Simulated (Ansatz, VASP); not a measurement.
**HfN in VASP and in Ansatz**

```xyz
2
Lattice="0.0000 2.2438 2.2438 2.2438 0.0000 2.2438 2.2438 2.2438 0.0000" Properties=species:S:1:pos:R:3 pbc="T T T"
Hf    0.0000    0.0000    0.0000
N     2.2438    2.2438    2.2438
```

Change from the starting cell: volume scaled by 0.98, PAW files.

Alike in both runs: task electric field gradients; functional LDA; k mesh 10 × 10 × 10; occupations fermi-dirac, width 0.03 eV; no spin polarisation.

```csv
,VASP,Ansatz
version,VASP 6.6.1,Ansatz 0.2.0
potentials or method,"VASP PAW LDA potentials, release 64 (Hf_pv, N)","PAW with Ansatz's default frozen-core files, scalar-relativistic"
plane-wave cutoff (eV),520,420
valence electrons in the cell,15,31
```

|  | VASP | Ansatz | Ansatz less VASP |
| --- | --- | --- | --- |
| pressure (GPa) | -5.1 | -3.9 | +1.22 |

LDA's correlation is that of Perdew and Zunger in VASP and of Perdew and Wang (1992) in Ansatz. VASP's potentials hold 15 valence electrons a cell and Ansatz's 31, so a difference there can come from the potentials and not from the codes.

Spin-orbit coupling is off throughout.
